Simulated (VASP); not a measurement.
A run of VASP 6.6.1 is set up as follows.

Contents of INCAR:

```
  PREC = Accurate
  ENCUT = 520
  EDIFF = 1E-7
  ISMEAR = 0
  SIGMA = 0.02
  LREAL = F
  LASPH = T
  NELM = 80
  ALGO = Normal
  ISIF = 2
  LWAVE = F
  LCHARG = T
  GGA = PE
  LELF = T
  LVHAR = T
  NBANDS = 14
```

File KPOINTS:

```
Automatic mesh
0
Gamma
  8 8 8
```

POSCAR

```
NaCl
1.0
    0.0000000000      2.8752843131      2.8752843131
    2.8752843131      0.0000000000      2.8752843131
    2.8752843131      2.8752843131      0.0000000000
Na Cl
1 1
Direct
    0.0000000000      0.0000000000      0.0000000000
    0.5000000000      0.5000000000      0.5000000000
```

Potentials or basis: VASP PAW PBE potentials, release 64 (Na_pv, Cl).

Command:

```bash
$ cat potpaw_PBE.64/Na_pv/POTCAR potpaw_PBE.64/Cl/POTCAR > POTCAR
$ mpirun -np 1 vasp_std > vasp.out
```

Problem. What does it give for the band gap on the k mesh?

Solution. 4.89 eV, direct.

Problem. Estimate the pressure.

Solution. -0.7 GPa.

 A k mesh can miss the band edges.
